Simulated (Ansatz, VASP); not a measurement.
# Hg in VASP and in Ansatz

```
CELL_PARAMETERS angstrom
0.00000 2.31687 2.31687
2.31687 0.00000 2.31687
2.31687 2.31687 0.00000
ATOMIC_POSITIONS crystal
Hg 0.00000 0.00000 0.00000
```

Alike in both runs: functional PBE; dispersion D3(BJ); k mesh 16 × 16 × 16; occupations gaussian, width 0.1 eV; no spin polarisation.

Ansatz relaxed the structure, and its values are those at the end. VASP's run is a single point on that final structure, the one shown.

|  | VASP | Ansatz |
| --- | --- | --- |
| version | VASP 6.6.1 | Ansatz 0.2.0 |
| potentials or method | VASP PAW PBE potentials, release 64 (Hg), cutoff 520 eV | scalar-relativistic, plane waves, PAW |
| valence electrons in the cell | 12 | 20 |

|  | VASP | Ansatz | Ansatz less VASP |
| --- | --- | --- | --- |
| gap on the k mesh at the Fermi level (eV) | none | none | - |
| pressure (GPa) | 0.3 | 0.0 | -0.28 |

A gap of «none» marks a metal or a gap that the smearing closes. VASP's potentials hold 12 valence electrons a cell and Ansatz's 20, so a difference there can come from the potentials and not from the codes.

Neither program's run includes spin-orbit coupling.
